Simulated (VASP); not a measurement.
SnO2: relaxation of cell and atoms with PBE

The system is SnO2.

```xyz
6
Lattice="4.8234 0.0000 0.0000 0.0000 4.8234 0.0000 0.0000 0.0000 3.2406" Properties=species:S:1:pos:R:3 pbc="T T T"
Sn    2.4117    2.4117    1.6203
Sn    0.0000    0.0000    0.0000
O     0.9339    3.8895    1.6203
O     3.8895    0.9339    1.6203
O     1.4778    1.4778    0.0000
O     3.3457    3.3457    0.0000
```

| Quantity | Value |
| --- | --- |
| Program | VASP 6.6.1 |
| Task | relaxation of cell and atoms |
| Functional | PBE |
| Potentials or basis | VASP PAW PBE potentials, release 64 (Sn_d, O) |
| Cutoff | 600 eV |
| k mesh | 6 × 6 × 8 |
| Occupations | gaussian, width 0.02 eV |
| Spin | no spin polarisation |
| Dipole correction | no |
| Further INCAR settings | ALGO = Normal; EDIFF = 1e-06; IBRION = 2; EDIFFG = -0.01; NSW = 100; ISIF = 3 |

```json
{
  "Relaxed volume": "12.60 Å³/atom",
  "Relaxed cell": "a = 4.829 Å, b = 4.829 Å, c = 3.242 Å, α = 90.00°, β = 90.00°, γ = 90.00°",
  "Space group after relaxing (to 0.05 Å)": "P4_2/mnm (No. 136)",
  "Energy gained by relaxing": "0.1 meV/atom",
  "Ionic steps": "5",
  "Pressure after relaxing": "0.0 GPa",
  "Band gap on the k mesh": "0.64 eV, direct"
}
```

The path:
```tsv
step	energy change (eV)	largest force (eV/Å)	pressure (GPa)	volume (Å³)
1	0.0000	0.0128	0.50	75.39
2	0.0000	0.0193	-0.51	75.82
3	-0.0003	0.0159	-0.01	75.61
4	-0.0003	0.0161	-0.01	75.61
5	-0.0004	0.0006	0.00	75.62
```

Final structure:
```
CELL_PARAMETERS angstrom
4.82937 0.00000 0.00000
0.00000 4.82937 0.00000
0.00000 0.00000 3.24247
ATOMIC_POSITIONS crystal
Sn 0.50000 0.50000 0.50000
Sn 0.00000 0.00000 0.00000
O 0.19347 0.80653 0.50000
O 0.80653 0.19347 0.50000
O 0.30653 0.30653 0.00000
O 0.69347 0.69347 0.00000
```

Levels at points of the mesh, in eV from the valence-band top:
```
           k point  band 24  band 25  band 26  band 27  band 28  band 29
(0.00, 0.00, 0.00)    -0.74    -0.74     0.00     0.64     5.66     6.04
(0.50, 0.00, 0.00)    -1.21    -0.60    -0.60     3.86     3.86     6.79
(0.50, 0.50, 0.00)    -1.33    -0.85    -0.85     4.25     4.25     7.13
(0.00, 0.00, 0.50)    -1.52    -1.18    -1.18     5.56     5.56     9.35
(0.50, 0.00, 0.50)    -1.01    -0.75    -0.75     5.82     5.82     7.59
(0.50, 0.50, 0.50)    -0.91    -0.78    -0.78     4.32     4.32     8.60
```

It took 5 min on 1 thread of Intel(R) Xeon(R) Platinum 8259CL CPU @ 2.50GHz (Skylake/Cascade Lake) (shared host), peak memory 0.28 GiB.

Caveat: spin-orbit coupling is left out, which moves the levels of the heavy elements.
